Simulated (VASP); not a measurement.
A run of VASP 6.6.1:

File INCAR:

```
SYSTEM = Cu
ALGO = Normal ; EDIFF = 1E-6
ENCUT = 520 ; GGA = PE
ISIF = 2 ; ISMEAR = -1
LASPH = .True. ; LCHARG = .False.
LREAL = .False. ; LWAVE = .False.
NBANDS = 12 ; NELM = 100
PREC = Accurate ; SIGMA = 0.05
```

File KPOINTS:

```
k-points
0
Gamma
  18 18 18
  0 0 0
```

The input POSCAR:

```
Cu
1.0
    0.0000000000      1.5724849656      1.5724849656
    1.5724849656      0.0000000000      1.5724849656
    1.5724849656      1.5724849656      0.0000000000
Cu
1
Direct
    0.0000000000      0.0000000000      0.0000000000
```

Potentials or basis: VASP PAW PBE potentials, release 64 (Cu).

Run with:

```console
$ cat potpaw_PBE.64/Cu/POTCAR > POTCAR
$ mpirun -np 1 vasp_std > vasp.out
```

Hardware: 1 thread of AMD EPYC 9R45 96-Core Processor (Zen 5) (shared host).

Problem. Estimate the wall time of this run.

Solution. Run time: 12 s on 1 thread of AMD EPYC 9R45 96-Core Processor (Zen 5), on a shared host, peak memory 0.1 GiB. Counts: scf iterations 12, k points 195.
